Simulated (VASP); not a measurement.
# N (P6_3/mmc) in VASP: a series of runs

N is run at these levels: PBEsol; tasks: single point.

Program: VASP 6.6.1. These are calculated values, not measurements. Logs are shortened: lines on timing, memory, paths and dates and some standing lists are left out, and cuts for length are marked.

**1. The cell of the first run**

The structure is hexagonal, space group P6_3/mmc (No. 194). Conventional cell: a = 2.395 Å, b = 2.395 Å, c = 2.326 Å, α = 90.00°, β = 90.00°, γ = 120.00°. Within 2.4 Å of N (site symmetry -6m2) lie 14 N at 1.81 to 2.39 Å.

**2. Single point, PBEsol**

The input, INCAR:

```
PREC = Accurate
ENCUT = 600
EDIFF = 1E-6
ISMEAR = -1
SIGMA = 0.02
LREAL = False
LASPH = True
NELM = 120
ALGO = Normal
ISIF = 2
LWAVE = False
LCHARG = False
GGA = PS
NBANDS = 12
GGA_COMPAT = False
```

The input, KPOINTS:

```
regular mesh
0
Gamma
  8 8 7
```

The input, POSCAR:

```
N
1.0
    2.3946484940     -0.0000000027      0.0000000000
   -1.1973242446      2.0738264303      0.0000000000
    0.0000000000      0.0000000000      2.3261726268
N
2
Direct
    0.6666666667      0.3333333333      0.2500000000
    0.3333333333      0.6666666667      0.7500000000
```

Potentials or basis: VASP PAW PBE potentials, release 64 (N).

Run with:

```sh
cat potpaw_PBE.64/N/POTCAR > POTCAR
mpirun -np 1 vasp_std > vasp.out
```

OUTCAR:

```text
PREC = Accurate
   ENCUT = 600
   EDIFF = 1E-6
   ISMEAR = -1
   LREAL = False
   LASPH = True
   NELM = 120
   ISIF = 2
   GGA = PS

 ion  position               nearest neighbor table
   1  0.667  0.333  0.250-
   2  0.333  0.667  0.750-

  LATTYP: Found a hexagonal cell.
 ALAT       =     2.3946484940
 C/A-ratio  =     0.9714046269

  Lattice vectors:

 A1 = (   2.3946484940,  -0.0000000027,   0.0000000000)
 A2 = (  -1.1973242446,   2.0738264303,   0.0000000000)
 A3 = (   0.0000000000,   0.0000000000,   2.3261726268)

Analysis of symmetry for initial positions (statically):
=====================================================================
 Subroutine PRICEL returns:
 Original cell was already a primitive cell.

 Routine SETGRP: Setting up the symmetry group for a
 hexagonal supercell.

 Subroutine GETGRP returns: Found 24 space group operations
 (whereof 12 operations were pure point group operations)
 out of a pool of 24 trial point group operations.

The static configuration has the point symmetry D_3d.
 The point group associated with its full space group is D_6h.

Analysis of symmetry for dynamics (positions and initial velocities):
=====================================================================
 Subroutine PRICEL returns:
 Original cell was already a primitive cell.

 Routine SETGRP: Setting up the symmetry group for a
 hexagonal supercell.

 Subroutine GETGRP returns: Found 24 space group operations
 (whereof 12 operations were pure point group operations)
 out of a pool of 24 trial point group operations.

The dynamic configuration has the point symmetry D_3d.
 The point group associated with its full space group is D_6h.

 Subroutine INISYM returns: Found 24 space group operations
 (whereof 12 operations are pure point group operations),
 and found     1 'primitive' translations

----------------------------------------------------------------------------------------

                                     Primitive cell

  volume of cell :      11.5520

  direct lattice vectors                    reciprocal lattice vectors
     2.394648494 -0.000000003  0.000000000     0.417597824  0.241100216  0.000000000
    -1.197324245  2.073826430  0.000000000     0.000000001  0.482200432  0.000000000
     0.000000000  0.000000000  2.326172627     0.000000000  0.000000000  0.429890709

  length of vectors
     2.394648494  2.394648494  2.326172627     0.482200432  0.482200432  0.429890709

  position of ions in fractional coordinates (direct lattice)
     0.666666667  0.333333333  0.250000000
     0.333333333  0.666666667  0.750000000

  ion indices of the primitive-cell ions
   primitive index   ion index
                 1           1
                 2           2

----------------------------------------------------------------------------------------

 KPOINTS: regular mesh

Automatic generation of k-mesh.
 Grid dimensions read from file:
 generate k-points for:    8    8    7

 Generating k-lattice:

  Cartesian coordinates                     Fractional coordinates (reciprocal lattice)
     0.052199728  0.030137527  0.000000000     0.125000000 -0.000000000  0.000000000
     0.000000000  0.060275054  0.000000000     0.000000000  0.125000000  0.000000000
     0.000000000  0.000000000  0.061412958     0.000000000  0.000000000  0.142857143

  Length of vectors
     0.060275054  0.060275054  0.061412958

  Shift w.r.t. Gamma in fractional coordinates (k-lattice)
     0.000000000  0.000000000  0.000000000

 Subroutine IBZKPT returns following result:
 ===========================================

 Found     40 irreducible k-points:

 Following reciprocal coordinates:
            Coordinates               Weight
  0.000000  0.000000  0.000000      1.000000
  0.125000 -0.000000  0.000000      6.000000
  0.250000 -0.000000  0.000000      6.000000
  0.375000 -0.000000  0.000000      6.000000
  0.500000 -0.000000  0.000000      3.000000
  0.125000  0.125000  0.000000      6.000000
[... 16 lines left out ...]
  0.250000 -0.000000  0.285714     12.000000
  0.375000 -0.000000  0.285714     12.000000
 [... further k-points ...]
   k-points           NKPTS =     40   k-points in BZ     NKDIM =     40   number of bands    NBANDS=     12
   number of dos      NEDOS =    301   number of ions     NIONS =      2
   total plane-waves  NPLWV =   8000
   dimension x,y,z NGX =    20 NGY =   20 NGZ =   20
   dimension x,y,z NGXF=    40 NGYF=   40 NGZF=   40
   ions per type =               2
   NGX,Y,Z   is equivalent  to a cutoff of  13.88, 13.88, 14.29 a.u.
   NGXF,Y,Z  is equivalent  to a cutoff of  27.77, 27.77, 28.59 a.u.
 SYSTEM =  unknown system
   PREC   = accura    normal or accurate (medium, high low for compatibility)
   ISTART =      0    job   : 0-new  1-cont  2-samecut
   ICHARG =      2    charge: 1-file 2-atom 10-const
   ISPIN  =      1    spin polarized calculation?
   LNONCOLLINEAR =      F non collinear calculations
   LSORBIT =      F    spin-orbit coupling
   LASPH  =      T    aspherical Exc in radial PAW
   ENCUT  =  600.0 eV  44.10 Ry    6.64 a.u.   4.78  4.78  4.65*2*pi/ulx,y,z
   NELM   =    120;   NELMIN=  2; NELMDL= -5     # of ELM steps
   EDIFF  = 0.1E-05   stopping-criterion for ELM
   LREAL  =      F    real-space projection
   EDIFFG = 0.1E-04   stopping-criterion for IOM
   NSW    =      0    number of steps for IOM
   IBRION =     -1    ionic relax: 0-MD 1-quasi-New 2-CG
   NFREE  =      0    steps in history (QN), initial steepest desc. (CG)
   ISIF   =      2    stress and relaxation
   ISYM   =      2    0-nonsym 1-usesym 2-fastsym
   POTIM  = 0.5000    time-step for ionic-motion
   TEBEG  =    0.0;   TEEND  =   0.0 temperature during run
   PSTRESS=    0.0 pullay stress
   NELECT =      10.0000    total number of electrons
   NUPDOWN=      -1.0000    fix difference up-down
   EMIN   =  10.00;   EMAX   =-10.00  energy-range for DOS
   EFERMI =   0.00;   METHOD = LEGACY
   ISMEAR =    -1;   SIGMA  =   0.02  broadening in eV -4-tet -1-fermi 0-gaus
   EFERMI_NEDOS =   21; number of points for ismear=-14 and -15
   IALGO  =     38    algorithm
   IMIX   =      4    mixing-type and parameters
     AMIX     =   0.40;   BMIX     =  1.00
     AMIX_MAG =   1.60;   BMIX_MAG =  1.00
  volume/ion in A,a.u.               =       5.78        38.98
  Fermi-wavevector in a.u.,A,eV,Ry     =   1.560233  2.948413 33.121030  2.434327
  Thomas-Fermi vector in A             =   2.663475
   LORBIT       =      0    0 simple, 1 ext, 2 COOP (PROOUT), +10 PAW based schemes
   GGA     = PS    functional components
   LHFCALC =     F    Hartree Fock is set to
   AEXX    =    0.0000 exact exchange contribution
   IVDW    =     0    specifies the selected vdW correction
   LEPSILON=     F    determine dielectric tensor
   LRPA    =     F    only Hartree local field effects (RPA)
 non-spin polarized calculation
  energy-cutoff  :      600.00
  volume of cell :       11.55
 maximum number of plane-waves:       405
 NGX is ok and might be reduce to    20
   NGX =  9   NGY =  9   NGZ =  9

 number of electron      10.0000001 magnetization

 Free energy of the ion-electron system (eV)
  ---------------------------------------------------
  ext. energy  EPLUGINS =         0.00000000
  ---------------------------------------------------
  free energy    TOTEN  =       -10.25544788 eV

  energy without entropy =      -10.25455834  energy(sigma->0) =      -10.25500311

 E-fermi :   9.6433     XC(G=0): -14.1050

 val. band max:        9.5357291236   @ k =   0.2500  -0.0000   0.1429
 cond. band min:       9.6675556901   @ k =   0.1250   0.1250   0.2857
 fundamental gap:      0.1318265665
 Fermi energy:         9.6433292887

 k-point     1 :       0.0000    0.0000    0.0000
  band No.  band energies     occupation
      1     -15.0094      2.00000
      2       3.6749      2.00000
      3       5.2169      2.00000
      4       6.5929      2.00000
      5       6.5929      2.00000
      6      12.5886      0.00000
      7      12.5886      0.00000
      8      16.7482      0.00000
      9      23.7669      0.00000
     10      28.6405      0.00000
     11      36.1936      0.00000
     12      36.1936      0.00000

 k-point     2 :       0.1250   -0.0000    0.0000
  band No.  band energies     occupation
      1     -14.5799      2.00000
      2       3.1264      2.00000
      3       4.0317      2.00000
      4       5.9137      2.00000
      5       7.3310      2.00000
      6      12.4862      0.00000
      7      13.2738      0.00000
      8      16.1461      0.00000
      9      24.8101      0.00000
     10      28.1142      0.00000
     11      36.8203      0.00000
     12      37.4691      0.00000

 k-point     3 :       0.2500   -0.0000    0.0000
  band No.  band energies     occupation
      1     -13.3121      2.00000
      2      -0.4727      2.00000
      3       4.6907      2.00000
      4       5.0550      2.00000
      5       7.7484      2.00000
      6      12.4075      0.00000
      7      14.4417      0.00000
      8      14.5587      0.00000
      9      25.3618      0.00000
     10      28.8664      0.00000
     11      38.9621      0.00000
     12      40.0466      0.00000

 k-point     4 :       0.3750   -0.0000    0.0000
  band No.  band energies     occupation
      1     -11.3112      2.00000
      2      -4.2045      2.00000
      3       3.7598      2.00000
      4       6.5364      2.00000
      5       7.7856      2.00000
      6      12.5443      0.00000
      7      12.6635      0.00000
      8      15.2254      0.00000
      9      23.7355      0.00000
     10      32.6140      0.00000
     11      37.7151      0.00000
     12      40.6498      0.00000

 k-point     5 :       0.5000   -0.0000    0.0000
  band No.  band energies     occupation
      1      -9.5539      2.00000
      2      -6.5873      2.00000
      3       3.4253      2.00000
      4       7.5512      2.00000
      5       7.7446      2.00000
      6      11.3161      0.00000
      7      12.8856      0.00000
      8      15.4750      0.00000
      9      22.9493      0.00000
     10      35.3616      0.00000
     11      36.8349      0.00000
     12      39.4036      0.00000
[... 228 lines left out ...]
      1     -13.1621      2.00000
      2      -3.9785      2.00000
      3       7.9016      2.00000
      4       7.9016      2.00000
      5      10.0036      0.00000
      6      11.8953      0.00000
      7      11.8953      0.00000
      8      15.0483      0.00000
      9      29.9251      0.00000
     10      30.2584      0.00000
     11      33.0193      0.00000
     12      33.0193      0.00000

 k-point    22 :       0.1250   -0.0000    0.2857
  band No.  band energies     occupation
      1     -12.7381      2.00000
      2      -3.6126      2.00000
      3       5.4098      2.00000
      4       7.3277      2.00000
      5      10.7456      0.00000
      6      11.6024      0.00000
      7      12.1374      0.00000
      8      15.0400      0.00000
      9      28.5083      0.00000
     10      30.6981      0.00000
     11      33.7783      0.00000
     12      35.7658      0.00000

 k-point    23 :       0.2500   -0.0000    0.2857
  band No.  band energies     occupation
      1     -11.4888      2.00000
      2      -2.6268      2.00000
      3       1.7445      2.00000
      4       6.2591      2.00000
      5       8.6010      2.00000
      6      12.1209      0.00000
      7      12.3896      0.00000
      8      15.1490      0.00000
      9      27.3227      0.00000
     10      32.4947      0.00000
     11      34.9225      0.00000
     12      36.1786      0.00000

 k-point    24 :       0.3750   -0.0000    0.2857
  band No.  band energies     occupation
      1      -9.5281      2.00000
      2      -2.8350      2.00000
      3      -0.0864      2.00000
      4       5.4221      2.00000
      5       5.9640      2.00000
      6      11.7375      0.00000
      7      12.4098      0.00000
      8      15.4769      0.00000
      9      26.9638      0.00000
     10      32.8241      0.00000
     11      36.8493      0.00000
     12      39.8204      0.00000

 [... further k-points ...]

------------------------ aborting loop because EDIFF is reached ----------------------------------------

  FORCE on cell =-STRESS in cart. coord.  units (eV):
  Direction    XX          YY          ZZ          XY          YZ          ZX
  --------------------------------------------------------------------------------------
  -------------------------------------------------------------------------------------
  Total        3.2084367      3.2084367      3.2197741      0.0000000      0.0000000      0.0000000
  in kB      444.9876267    444.9876267    446.5600473      0.0000000      0.0000000      0.0000000
  external PRESSURE =     445.5117669 kB  Pullay stress =       0.0000000 kB

 VOLUME and BASIS-vectors are now :
 -----------------------------------------------------------------------------
  energy-cutoff  :      600.00
  volume of cell :       11.55
      direct lattice vectors                 reciprocal lattice vectors
     2.394648494 -0.000000003  0.000000000     0.417597824  0.241100216  0.000000000
    -1.197324245  2.073826430  0.000000000     0.000000001  0.482200432  0.000000000
     0.000000000  0.000000000  2.326172627     0.000000000  0.000000000  0.429890709

 POSITION                                       TOTAL-FORCE (eV/Angst)
 -----------------------------------------------------------------------------------
      1.19732      0.69128      0.58154         0.000000      0.000000      0.000000
      0.00000      1.38255      1.74463        -0.000000     -0.000000      0.000000
 -----------------------------------------------------------------------------------
    total drift:                               -0.000000      0.000000      0.000000

  FREE ENERGIE OF THE ION-ELECTRON SYSTEM (eV)
  ---------------------------------------------------
  free  energy   TOTEN  =       -10.2554478820 eV

  energy  without entropy=      -10.2545583359  energy(sigma->0) =      -10.25500311
```

It took 5.1 s on 1 thread of AMD EPYC 7R43 (Zen 3), shared host; peak memory 0.08 GiB.

What came out:

- Free energy: -10.2554 eV
- Pressure: 44.6 GPa
- Band gap on the k mesh: zero (band 5 reaches 10.78 eV, above the bottom of band 6 at 6.52 eV)

Caveat: the k points lie up to 0.39 Å⁻¹ apart; the PAW data sets were made with another functional, which shifts forces and pressure a little.

**3. Single point, PBEsol**

This run uses another cell than the first one, of 6.31 Å³/atom, 1.092 times its volume.

The input, INCAR:

```
SYSTEM = N
ALGO = Normal ; EDIFF = 1E-6
ENCUT = 600 ; GGA = PS
GGA_COMPAT = .FALSE. ; ISIF = 2
ISMEAR = -1 ; LASPH = .TRUE.
LCHARG = .TRUE. ; LELF = .TRUE.
LREAL = .FALSE. ; LVHAR = .TRUE.
LWAVE = .FALSE. ; NBANDS = 12
NELM = 120 ; PREC = Accurate
SIGMA = 0.02
```

The input, KPOINTS:

```
k-points
0
G
  8 8 7
  0 0 0
```

The input, POSCAR:

```
N
1.0
    2.4737762362     -0.0000000028      0.0000000000
   -1.2368881157      2.1423530653      0.0000000000
    0.0000000000      0.0000000000      2.3809629194
N
2
Direct
    0.6666666667      0.3333333333      0.2500000000
    0.3333333333      0.6666666667      0.7500000000
```

Potentials or basis: VASP PAW PBE potentials, release 64 (N).

Run with:

```sh
cat potpaw_PBE.64/N/POTCAR > POTCAR
mpirun -np 1 vasp_std > vasp.out
```

Run time: 5.6 s. Hardware: 1 thread of AMD EPYC 7R43 (Zen 3), shared host; peak memory 0.09 GiB.

Results (log left out):

| Quantity | Value |
| --- | --- |
| Free energy | -10.4518 eV |
| Pressure | 14.6 GPa |
| Band gap on the k mesh | zero (band 5 reaches 9.21 eV, above the bottom of band 6 at 5.54 eV) |

Stress tensor (GPa, compression positive):
```
14.52  0.00  0.00
 0.00 14.52  0.00
 0.00  0.00 14.66
```

Levels at points of the mesh, in eV from the Fermi level:
| k point | band 2 | band 3 | band 4 | band 5 | band 6 | band 7 | band 8 | band 9 |
| --- | --- | --- | --- | --- | --- | --- | --- | --- |
| (0.00, 0.00, 0.00) | -5.11 | -5.04 | -2.71 | -2.71 | 2.87 | 2.87 | 6.57 | 14.27 |
| (0.50, 0.00, 0.00) | -15.20 | -5.56 | -2.08 | -1.62 | 1.79 | 3.08 | 5.47 | 13.41 |

Caveat: the k points lie up to 0.38 Å⁻¹ apart; the PAW data sets were made with another functional, which shifts forces and pressure a little.

**4. Single point, PBEsol**

This run uses another cell than the first one, of 6.01 Å³/atom, 1.041 times its volume.

The input, INCAR:

```
SYSTEM = N
  ALGO = Normal
  EDIFF = 1E-6
  ENCUT = 600
  GGA = PS
  GGA_COMPAT = .FALSE.
  ISIF = 2
  ISMEAR = -1
  LASPH = .TRUE.
  LCHARG = .FALSE.
  LREAL = .FALSE.
  LWAVE = .FALSE.
  NBANDS = 12
  NELM = 120
  PREC = Accurate
  SIGMA = 0.02
```

KPOINTS is that of step 3.

The input, POSCAR:

```
N
1.0
    2.4299127295     -0.0000000028      0.0000000000
   -1.2149563623      2.1043661541      0.0000000000
    0.0000000000      0.0000000000      2.3512369511
N
2
Direct
    0.6666666667      0.3333333333      0.2500000000
    0.3333333333      0.6666666667      0.7500000000
```

Run with:

```sh
cat potpaw_PBE.64/N/POTCAR > POTCAR
mpirun -np 1 vasp_std > vasp.out
```

It took 5.4 s on 1 thread of AMD EPYC 7R43 (Zen 3), shared host; peak memory 0.08 GiB.

Results (log left out):

| Item | Value |
| --- | --- |
| Free energy | -10.3668 eV |
| Pressure | 29.6 GPa |
| Band gap on the k mesh | zero (band 5 reaches 10.06 eV, above the bottom of band 6 at 6.07 eV) |

Stress tensor (GPa, compression positive):
```
29.53  0.00  0.00
 0.00 29.53  0.00
 0.00  0.00 29.68
```

Levels at points of the mesh, in eV from the Fermi level:
```tsv
k point	band 3	band 4	band 5	band 6	band 7	band 8
(0.00, 0.00, 0.00)	-4.73	-2.90	-2.90	2.90	2.90	6.84
(0.50, 0.00, 0.00)	-5.93	-2.00	-1.89	1.71	3.15	5.65
```

Caveat: the k points lie up to 0.38 Å⁻¹ apart; the PAW data sets were made with another functional, which shifts forces and pressure a little.

**5. Overview**

| cell | gap on the mesh (eV) | pressure (GPa) |
| --- | --- | --- |
| a = 2.395, b = 2.395, c = 2.326 Å, angles 90.0, 90.0, 120.0°, 2 atoms | none | 44.6 |
| a = 2.474, b = 2.474, c = 2.381 Å, angles 90.0, 90.0, 120.0°, 2 atoms | none | 14.6 |
| a = 2.430, b = 2.430, c = 2.351 Å, angles 90.0, 90.0, 120.0°, 2 atoms | none | 29.6 |

Alike in all rows: task single point; level PBEsol; potentials or basis VASP PAW PBE potentials, release 64 (N); no spin polarisation; k mesh 8 × 8 × 7; cutoff (eV) 600; smearing fermi-dirac 0.02 eV.

Caveats: all runs use coarse meshes; the PAW data sets were made with another functional, which shifts forces and pressure a little.

Absolute energies hang on the potentials; compare differences alone.
